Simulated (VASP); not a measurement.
# Si2C (Fm-3m) in VASP: a series of runs

The runs below take Si2C through single point, relaxation of cell and atoms, with PBE.

Everything below comes from runs of VASP 6.6.1. Logs are shortened: lines on timing, memory, paths and dates and some standing lists are left out, and cuts for length are marked.

### Step 1. The cell of the first run

The structure is cubic, space group Fm-3m (No. 225). The conventional cell has a = 5.363 Å, b = 5.363 Å, c = 5.363 Å, α = 90.00°, β = 90.00°, γ = 90.00°. Within 3.1 Å of Si (site symmetry -43m) lie 4 C at 2.32 Å and 6 Si at 2.68 Å. C (site symmetry m-3m) has 8 Si at 2.32 Å within 3.1 Å.

The cell was built from a structure type or drawn by symmetry, and may not be a known phase.

### Step 2. Single point, PBE

Contents of INCAR:

```
SYSTEM = Si2C
PREC = Accurate ; ENCUT = 520
EDIFF = 1E-7 ; ISMEAR = 0
SIGMA = 0.1 ; LREAL = .False.
LASPH = .True. ; NELM = 100
ALGO = Normal ; ISIF = 2
LWAVE = .False. ; LCHARG = .True.
GGA = PE ; LELF = .True.
LVHAR = .True. ; NBANDS = 13
```

Contents of KPOINTS:

```
regular mesh
0
Gamma
  6 6 6
  0 0 0
```

Contents of POSCAR:

```
Si2C
1.0
    0.0000000000      2.6815157753      2.6815157753
    2.6815157753      0.0000000000      2.6815157753
    2.6815157753      2.6815157753      0.0000000000
Si C
2 1
Direct
    0.2500000000      0.2500000000      0.2500000000
    0.7500000000      0.7500000000      0.7500000000
    0.5000000000      0.5000000000      0.5000000000
```

Potentials or basis: VASP PAW PBE potentials, release 64 (Si, C).

On the command line:

```sh
$ cat potpaw_PBE.64/Si/POTCAR potpaw_PBE.64/C/POTCAR > POTCAR
$ mpirun -np 1 vasp_std > vasp.out
```

OUTCAR:

```text
SYSTEM = Si2C
   PREC = Accurate
   ENCUT = 520
   EDIFF = 1E-7
   ISMEAR = 0
   LREAL = .False.
   LASPH = .True.
   NELM = 100
   ISIF = 2
   GGA = PE

 ion  position               nearest neighbor table
   1  0.250  0.250  0.250-   3 2.32   3 2.32   3 2.32   3 2.32   2 2.68   2 2.68   2 2.68   2 2.68
                             2 2.68   2 2.68
   2  0.750  0.750  0.750-   3 2.32   3 2.32   3 2.32   3 2.32   1 2.68   1 2.68   1 2.68   1 2.68
                             1 2.68   1 2.68
   3  0.500  0.500  0.500-   1 2.32   1 2.32   1 2.32   1 2.32   2 2.32   2 2.32   2 2.32   2 2.32

  LATTYP: Found a face centered cubic cell.
 ALAT       =     5.3630315506

  Lattice vectors:

 A1 = (   0.0000000000,   2.6815157753,   2.6815157753)
 A2 = (   2.6815157753,   0.0000000000,   2.6815157753)
 A3 = (   2.6815157753,   2.6815157753,   0.0000000000)

Analysis of symmetry for initial positions (statically):
=====================================================================
 Subroutine PRICEL returns:
 Original cell was already a primitive cell.

 Routine SETGRP: Setting up the symmetry group for a
 face centered cubic supercell.

 Subroutine GETGRP returns: Found 48 space group operations
 (whereof 48 operations were pure point group operations)
 out of a pool of 48 trial point group operations.

The static configuration has the point symmetry O_h .

Analysis of symmetry for dynamics (positions and initial velocities):
=====================================================================
 Subroutine PRICEL returns:
 Original cell was already a primitive cell.

 Routine SETGRP: Setting up the symmetry group for a
 face centered cubic supercell.

 Subroutine GETGRP returns: Found 48 space group operations
 (whereof 48 operations were pure point group operations)
 out of a pool of 48 trial point group operations.

The dynamic configuration has the point symmetry O_h .

 Subroutine INISYM returns: Found 48 space group operations
 (whereof 48 operations are pure point group operations),
 and found     1 'primitive' translations

----------------------------------------------------------------------------------------

                                     Primitive cell

  volume of cell :      38.5630

  direct lattice vectors                    reciprocal lattice vectors
     0.000000000  2.681515775  2.681515775    -0.186461704  0.186461704  0.186461704
     2.681515775  0.000000000  2.681515775     0.186461704 -0.186461704  0.186461704
     2.681515775  2.681515775  0.000000000     0.186461704  0.186461704 -0.186461704

  length of vectors
     3.792235977  3.792235977  3.792235977     0.322961144  0.322961144  0.322961144

  position of ions in fractional coordinates (direct lattice)
     0.250000000  0.250000000  0.250000000
     0.750000000  0.750000000  0.750000000
     0.500000000  0.500000000  0.500000000

  ion indices of the primitive-cell ions
   primitive index   ion index
                 1           1
                 2           2
                 3           3

----------------------------------------------------------------------------------------

 KPOINTS: regular mesh

Automatic generation of k-mesh.
 Grid dimensions read from file:
 generate k-points for:    6    6    6

 Generating k-lattice:

  Cartesian coordinates                     Fractional coordinates (reciprocal lattice)
    -0.031076951  0.031076951  0.031076951     0.166666667  0.000000000  0.000000000
     0.031076951 -0.031076951  0.031076951     0.000000000  0.166666667  0.000000000
     0.031076951  0.031076951 -0.031076951     0.000000000  0.000000000  0.166666667

  Length of vectors
     0.053826857  0.053826857  0.053826857

  Shift w.r.t. Gamma in fractional coordinates (k-lattice)
     0.000000000  0.000000000  0.000000000

 Subroutine IBZKPT returns following result:
 ===========================================

 Found     16 irreducible k-points:

 Following reciprocal coordinates:
            Coordinates               Weight
  0.000000  0.000000  0.000000      1.000000
  0.166667  0.000000  0.000000      8.000000
  0.333333  0.000000  0.000000      8.000000
  0.500000  0.000000  0.000000      4.000000
  0.166667  0.166667  0.000000      6.000000
  0.333333  0.166667  0.000000     24.000000
[... 8 lines left out ...]
 -0.333333  0.333333  0.166667     24.000000
 -0.333333  0.500000  0.166667     12.000000
   k-points           NKPTS =     16   k-points in BZ     NKDIM =     16   number of bands    NBANDS=     13
   number of dos      NEDOS =    301   number of ions     NIONS =      3
   total plane-waves  NPLWV =  21952
   dimension x,y,z NGX =    28 NGY =   28 NGZ =   28
   dimension x,y,z NGXF=    56 NGYF=   56 NGZF=   56
   ions per type =               2   1
   NGX,Y,Z   is equivalent  to a cutoff of  12.27, 12.27, 12.27 a.u.
   NGXF,Y,Z  is equivalent  to a cutoff of  24.55, 24.55, 24.55 a.u.
 SYSTEM =  Si2C
   PREC   = accura    normal or accurate (medium, high low for compatibility)
   ISTART =      0    job   : 0-new  1-cont  2-samecut
   ICHARG =      2    charge: 1-file 2-atom 10-const
   ISPIN  =      1    spin polarized calculation?
   LNONCOLLINEAR =      F non collinear calculations
   LSORBIT =      F    spin-orbit coupling
   LASPH  =      T    aspherical Exc in radial PAW
   ENCUT  =  520.0 eV  38.22 Ry    6.18 a.u.   7.05  7.05  7.05*2*pi/ulx,y,z
   NELM   =    100;   NELMIN=  2; NELMDL= -5     # of ELM steps
   EDIFF  = 0.1E-06   stopping-criterion for ELM
   LREAL  =      F    real-space projection
   EDIFFG = 0.1E-05   stopping-criterion for IOM
   NSW    =      0    number of steps for IOM
   IBRION =     -1    ionic relax: 0-MD 1-quasi-New 2-CG
   NFREE  =      0    steps in history (QN), initial steepest desc. (CG)
   ISIF   =      2    stress and relaxation
   ISYM   =      2    0-nonsym 1-usesym 2-fastsym
   POTIM  = 0.5000    time-step for ionic-motion
   TEBEG  =    0.0;   TEEND  =   0.0 temperature during run
   PSTRESS=    0.0 pullay stress
   NELECT =      12.0000    total number of electrons
   NUPDOWN=      -1.0000    fix difference up-down
   EMIN   =  10.00;   EMAX   =-10.00  energy-range for DOS
   EFERMI =   0.00;   METHOD = LEGACY
   ISMEAR =     0;   SIGMA  =   0.10  broadening in eV -4-tet -1-fermi 0-gaus
   EFERMI_NEDOS =   21; number of points for ismear=-14 and -15
   IALGO  =     38    algorithm
   IMIX   =      4    mixing-type and parameters
     AMIX     =   0.40;   BMIX     =  1.00
     AMIX_MAG =   1.60;   BMIX_MAG =  1.00
  volume/ion in A,a.u.               =      12.85        86.75
  Fermi-wavevector in a.u.,A,eV,Ry     =   1.109375  2.096414 16.744854  1.230712
  Thomas-Fermi vector in A             =   2.245913
   LORBIT       =      0    0 simple, 1 ext, 2 COOP (PROOUT), +10 PAW based schemes
   GGA     = PE    functional components
   LHFCALC =     F    Hartree Fock is set to
   AEXX    =    0.0000 exact exchange contribution
   IVDW    =     0    specifies the selected vdW correction
   LEPSILON=     F    determine dielectric tensor
   LRPA    =     F    only Hartree local field effects (RPA)
 non-spin polarized calculation
 Gauss-broadening in eV      SIGMA  =   0.10
  energy-cutoff  :      520.00
  volume of cell :       38.56
 maximum number of plane-waves:      1056
   NGX = 15   NGY = 15   NGZ = 15

 number of electron      12.0000000 magnetization

 Free energy of the ion-electron system (eV)
  ---------------------------------------------------
  ext. energy  EPLUGINS =         0.00000000
  ---------------------------------------------------
  free energy    TOTEN  =       -15.45470364 eV

  energy without entropy =      -15.44541580  energy(sigma->0) =      -15.45005972

 E-fermi :   8.6943     XC(G=0): -11.0751

 val. band max:        8.6870573151   @ k =   0.1667   0.0000   0.0000
 cond. band min:       8.7660609597   @ k =   0.3333   0.0000   0.0000
 fundamental gap:      0.0790036446
 Fermi energy:         8.6942795585

 k-point     1 :       0.0000    0.0000    0.0000
  band No.  band energies     occupation
      1      -6.6643      2.00000
      2       5.7450      2.00000
      3       5.7866      2.00000
      4       5.7866      2.00000
      5       5.7866      2.00000
      6       7.9286      2.00000
      7       7.9286      2.00000
      8       7.9286      2.00000
      9       9.3533      0.00000
     10      14.1616      0.00000
     11      14.1616      0.00000
     12      14.1616      0.00000
     13      14.6501      0.00000

 k-point     2 :       0.1667    0.0000    0.0000
  band No.  band energies     occupation
      1      -6.3021      2.00000
      2       2.8960      2.00000
      3       5.2971      2.00000
      4       5.2971      2.00000
      5       5.9634      2.00000
      6       8.5852      1.87697
      7       8.5852      1.87697
      8       8.6871      1.08135
      9      11.6126      0.00000
     10      12.4774      0.00000
     11      12.4774      0.00000
     12      13.9964      0.00000
     13      17.5669      0.00000

 k-point     3 :       0.3333    0.0000    0.0000
  band No.  band energies     occupation
      1      -5.2825      2.00000
      2      -0.0493      2.00000
      3       4.7420      2.00000
      4       4.7420      2.00000
      5       5.1464      2.00000
      6       8.7661      0.31004
      7       8.7661      0.31004
      8      10.8972      0.00000
      9      11.7318      0.00000
     10      12.9555      0.00000
     11      12.9555      0.00000
     12      16.3085      0.00000
     13      19.8034      0.00000
[... 177 lines left out ...]
 k-point    15 :      -0.3333    0.3333    0.1667
  band No.  band energies     occupation
      1      -3.5645      2.00000
      2      -0.8484      2.00000
      3       0.5505      2.00000
      4       2.6621      2.00000
      5       7.7741      2.00000
      6       8.1078      2.00000
      7      10.5944      0.00000
      8      10.8039      0.00000
      9      12.1305      0.00000
     10      13.9112      0.00000
     11      16.1884      0.00000
     12      17.5071      0.00000
     13      19.2699      0.00000

 k-point    16 :      -0.3333    0.5000    0.1667
  band No.  band energies     occupation
      1      -3.1689      2.00000
      2      -0.9958      2.00000
      3       0.5889      2.00000
      4       1.9904      2.00000
      5       6.8224      2.00000
      6       7.7645      2.00000
      7      10.8276      0.00000
      8      11.1927      0.00000
      9      13.7128      0.00000
     10      14.3396      0.00000
     11      17.0166      0.00000
     12      18.5084      0.00000
     13      19.0277      0.00000

------------------------ aborting loop because EDIFF is reached ----------------------------------------

  FORCE on cell =-STRESS in cart. coord.  units (eV):
  Direction    XX          YY          ZZ          XY          YZ          ZX
  --------------------------------------------------------------------------------------
  -------------------------------------------------------------------------------------
  Total       -0.0037465     -0.0037465     -0.0037465      0.0000000      0.0000000      0.0000000
  in kB       -0.1556551     -0.1556551     -0.1556551      0.0000000      0.0000000      0.0000000
  external PRESSURE =      -0.1556551 kB  Pullay stress =       0.0000000 kB

 VOLUME and BASIS-vectors are now :
 -----------------------------------------------------------------------------
  energy-cutoff  :      520.00
  volume of cell :       38.56
      direct lattice vectors                 reciprocal lattice vectors
     0.000000000  2.681515775  2.681515775    -0.186461704  0.186461704  0.186461704
     2.681515775  0.000000000  2.681515775     0.186461704 -0.186461704  0.186461704
     2.681515775  2.681515775  0.000000000     0.186461704  0.186461704 -0.186461704

 POSITION                                       TOTAL-FORCE (eV/Angst)
 -----------------------------------------------------------------------------------
      1.34076      1.34076      1.34076         0.000000      0.000000     -0.000000
      4.02227      4.02227      4.02227        -0.000000     -0.000000      0.000000
      2.68152      2.68152      2.68152        -0.000000     -0.000000      0.000000
 -----------------------------------------------------------------------------------
    total drift:                                0.000000      0.000000      0.000000

  FREE ENERGIE OF THE ION-ELECTRON SYSTEM (eV)
  ---------------------------------------------------
  free  energy   TOTEN  =       -15.4547036356 eV

  energy  without entropy=      -15.4454157969  energy(sigma->0) =      -15.45005972
```

Wall time 9.8 s (1 thread of Intel Xeon Platinum 8488C (Sapphire Rapids), shared host); peak memory 0.14 GiB.

Results:

* Free energy: -15.4547 eV
* Pressure: 0.0 GPa
* Band gap on the k mesh: zero (bands 6 and 7 overlap by 2.48 eV)

[end of part 1 of 3]
